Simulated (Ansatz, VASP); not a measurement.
Given: the input of a run of VASP 6.6.1 on Ge.

INCAR

```
SYSTEM = Ge
PREC = Accurate
ENCUT = 520
EDIFF = 1E-7
ISMEAR = -1
SIGMA = 0.05
LREAL = .FALSE.
LASPH = .TRUE.
NELM = 80
ALGO = Normal
ISIF = 2
LWAVE = .FALSE.
LCHARG = .FALSE.
NBANDS = 36
```

File KPOINTS:

```
Automatic mesh
0
G
  6 6 2
  0 0 0
```

File POSCAR:

```
Ge
1.0
    3.9677200192      0.0000000000      0.0000000000
   -1.9838600096      3.4361463317      0.0000000000
    0.0000000000      0.0000000000     10.7689417645
Ge
4
Direct
    0.6666666667      0.3333333333      0.4148480000
    0.3333333333      0.6666666667      0.9148480000
    0.0000000000      0.0000000000      0.4774520000
    0.0000000000      0.0000000000      0.9774520000
```

Potentials or basis: VASP PAW LDA potentials, release 64 (Ge_d).

Launch:

```bash
$ cat potpaw_LDA.64/Ge_d/POTCAR > POTCAR
$ mpirun -np 1 vasp_std > vasp.out
```

Set up the same calculation for Ansatz 0.2.0. Potentials there: Ansatz PAW.

As run (the cutoff follows the program's own potentials):

input.yaml

```yaml
crystal:
  lattice:
    - [3.9677200192, 0.0, 0.0]
    - [-1.9838600096, 3.4361463317, 0.0]
    - [0.0, 0.0, 10.7689417645]
  atoms:
    - { symbol: Ge, position: [0.6666666667, 0.3333333333, 0.414848] }
    - { symbol: Ge, position: [0.3333333333, 0.6666666667, 0.914848] }
    - { symbol: Ge, position: [0.0, 0.0, 0.477452] }
    - { symbol: Ge, position: [0.0, 0.0, 0.977452] }
hamiltonian:
  xc: lda
  pseudopotentials: { kind: paw }
kpoints:
  mp_grid: { grid: [6, 6, 2] }
scf:
  occupations: { method: fermi_dirac, width: 0.05 }
output:
  forces: true
  stress: true
  eigenvalues: true
```

Potentials or basis: Ansatz PAW.

Run with:

```sh
$ ansatz run input.yaml --threads 1 --pin off --max-ram 3584MiB --backend cpu --events-out ev --progress --plain --runs-dir out
```

Both were run:

|  | VASP | Ansatz | Ansatz less VASP |
| --- | --- | --- | --- |
| gap on the k mesh at the Fermi level (eV) | none | none | - |
| pressure (GPa) | -0.7 | -0.8 | -0.05 |
| traceless stress, the component that is largest in VASP (GPa) | -0.20 | -0.13 | +0.068 |
| rms of the force components (eV/Å) | 0.063 | 0.068 | +0.0049 |

LDA's correlation is that of Perdew and Zunger in VASP and of Perdew and Wang (1992) in Ansatz. Atom by atom the forces differ by 0.005 eV/Å (rms over components). A gap of «none» marks a metal or a gap that the smearing closes.
